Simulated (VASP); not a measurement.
A run of VASP 6.6.1:

Contents of INCAR:

```
PREC = Accurate
ENCUT = 520
EDIFF = 1E-6
ISMEAR = 0
SIGMA = 0.1
LREAL = False
LASPH = True
NELM = 60
ALGO = Normal
ISIF = 2
LWAVE = False
LCHARG = True
GGA = PE
LELF = True
LVHAR = True
NBANDS = 12
```

KPOINTS

```
regular mesh
0
Gamma
  6 6 4
```

The input POSCAR:

```
Sb
1.0
    3.0793717667     -1.6246207789      0.0544332452
    3.0793717667      1.6246207789      0.0544332452
   -2.8209514827      0.0000000000      5.4658220443
Sb
2
Direct
    0.8707043900      0.1292956100      0.7500000000
    0.1292956100      0.8707043900      0.2500000000
```

Potentials or basis: VASP PAW PBE potentials, release 64 (Sb).

Launch:

```sh
$ cat potpaw_PBE.64/Sb/POTCAR > POTCAR
$ mpirun -np 1 vasp_std > vasp.out
```

Hardware: 1 thread of Intel(R) Xeon(R) Platinum 8375C CPU @ 2.90GHz (Ice Lake), on a shared host.

Problem. How long does it take, and how much memory?

Solution. Run time: 27 s on 1 thread of Intel(R) Xeon(R) Platinum 8375C CPU @ 2.90GHz (Ice Lake) (shared host), peak memory 0.19 GiB. Counts: scf iterations 11, k points 47.
